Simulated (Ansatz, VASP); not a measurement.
One calculation of TiB2, two programs

```
CELL_PARAMETERS angstrom
3.00887 0.00000 0.00000
-1.50443 2.60576 0.00000
0.00000 0.00000 3.20673
ATOMIC_POSITIONS crystal
Ti 0.00000 0.00000 0.00000
B 0.33333 0.66667 0.50000
B 0.66667 0.33333 0.50000
```

Change from the starting cell: volume scaled by 0.98, crystal datasets.

Alike in both runs: task electric field gradients; functional PBE; k mesh 15 × 15 × 13; occupations fermi-dirac, width 0.08 eV; no spin polarisation.

|  | VASP | Ansatz |
| --- | --- | --- |
| version | VASP 6.6.1 | Ansatz 0.2.0 |
| potentials or method | VASP PAW PBE potentials, release 64 (Ti_sv, B), cutoff 520 eV | all-electron PAW with datasets made for the crystal, scalar-relativistic |

|  | VASP | Ansatz | Ansatz less VASP |
| --- | --- | --- | --- |
| pressure (GPa) | 5.8 | 5.6 | -0.17 |
| traceless stress, the component that is largest in VASP (GPa) | -1.46 | -1.43 | +0.023 |
| size of Vzz on the site where it differs most (V/Å²) | 18.2 | 21.1 | +2.94 |

Ansatz ran all-electron here, and VASP with PAW potentials.
